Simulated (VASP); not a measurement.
A run of VASP 6.6.1:

Contents of INCAR:

```
SYSTEM = C12O
PREC = Accurate
ENCUT = 520
EDIFF = 1E-6
ISMEAR = 0
SIGMA = 0.1
LREAL = .FALSE.
LASPH = .TRUE.
NELM = 100
ALGO = Normal
ISIF = 2
LWAVE = .FALSE.
LCHARG = .TRUE.
LDIPOL = .TRUE.
IDIPOL = 3
DIPOL = 0.5 0.5 0.317
GGA = PE
LELF = .TRUE.
LVHAR = .TRUE.
LVACPOTAV = .TRUE.
NBANDS = 39
```

The input KPOINTS:

```
Automatic mesh
0
G
  6 3 1
  0 0 0
```

The input POSCAR:

```
C12O
1.0
    4.9326910638      0.0000000000      0.0000000000
   -1.2331727659      8.7858796652      0.0000000000
    0.0000000000      0.0000000000     20.2907138818
C O
12 1
Direct
    0.0197005045      0.0788020181      0.1971345130
    0.5197005045      0.0788020181      0.1971345130
    0.2746256306      0.0985025226      0.2311704222
    0.7746256306      0.0985025226      0.2311704222
    0.2844758829      0.1379035317      0.2992422405
    0.7844758829      0.1379035317      0.2992422405
    0.0392966979      0.1571967124      0.3324023561
    0.5392966979      0.1571967124      0.3324023561
    0.0496769462      0.1987212371      0.4035397332
    0.5496769462      0.1987212371      0.4035397332
    0.3040736101      0.2163107364      0.4332382751
    0.8040736101      0.2163107364      0.4332382751
    0.5540736101      0.7163107364      0.3210665099
```

Potentials or basis: VASP PAW PBE potentials, release 64 (C, O).

The run is started by

```bash
$ cat potpaw_PBE.64/C/POTCAR potpaw_PBE.64/O/POTCAR > POTCAR
$ mpirun -np 1 vasp_std > vasp.out
```

Hardware: 1 thread of Intel Xeon 8259CL, on a shared host.

Q: Estimate the wall time of this run.

A: It took 25 min on 1 thread of Intel Xeon 8259CL (shared host), peak memory 0.99 GiB. Counts: scf iterations 47, k points 10.
